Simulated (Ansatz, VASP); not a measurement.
## Two plane-wave programs on LaB6

```
La B
1.0
     4.15300    0.00000    0.00000
     0.00000    4.15300    0.00000
     0.00000    0.00000    4.15300
La B
1 6
Direct
  0.00000 0.00000 0.00000
  0.20006 0.50000 0.50000
  0.50000 0.20006 0.50000
  0.79994 0.50000 0.50000
  0.50000 0.79994 0.50000
  0.50000 0.50000 0.20006
  0.50000 0.50000 0.79994
```

Alike in both runs: functional r2SCAN; k mesh 8 × 8 × 8; occupations fermi-dirac, width 0.15 eV; no spin polarisation.

Ansatz relaxed the structure, and its values are those at the end. VASP's run is a single point on that final structure, the one shown.

|  | VASP | Ansatz |
| --- | --- | --- |
| version | VASP 6.6.1 | Ansatz 0.2.0 |
| potentials or method | VASP PAW PBE potentials, release 64 (La, B), cutoff 520 eV | scalar-relativistic, plane waves, PAW |
| valence electrons in the cell | 29 | 29 |

Ansatz gave:

| Quantity | Value |
| --- | --- |
| gap on the k mesh at the Fermi level (eV) | none |
| pressure (GPa) | 0.0 |
| rms of the force components (eV/Å) | 0.000 |

Task: Which values does VASP return?

Result: gap on the k mesh at the Fermi level (eV): none; pressure (GPa): 0.0; rms of the force components (eV/Å): 0.012.

VASP's potentials were made for PBE, not for r2SCAN. A gap of «none» marks a metal or a gap that the smearing closes.

Spin-orbit coupling is off throughout.
